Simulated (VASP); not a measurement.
Mo:

```
Mo
1.0
     0.00000    2.01500    2.01500
     2.01500    0.00000    2.01500
     2.01500    2.01500    0.00000
Mo
1
Direct
  0.00000 0.00000 0.00000
```

Base run:

* Program: VASP 6.6.1
* Functional: PBE
* Potentials or basis: VASP PAW PBE potentials, release 64 (Mo_sv)
* Cutoff: 520 eV
* k mesh: 24 × 24 × 24
* Occupations: fermi-dirac, width 0.08 eV
* Spin: no spin polarisation

Its results: band gap on the k mesh zero (band 7 reaches 15.33 eV, above the bottom of band 8 at 10.78 eV); pressure -4.2 GPa.

Problem. The run is repeated on the same cell with these changes: k mesh from 24 × 24 × 24 to 5 × 5 × 5. What comes out?

Solution. Band gap on the k mesh zero (band 7 reaches 13.99 eV, above the bottom of band 8 at 10.79 eV); pressure -4.7 GPa.

Caveats: some runs use coarse meshes.
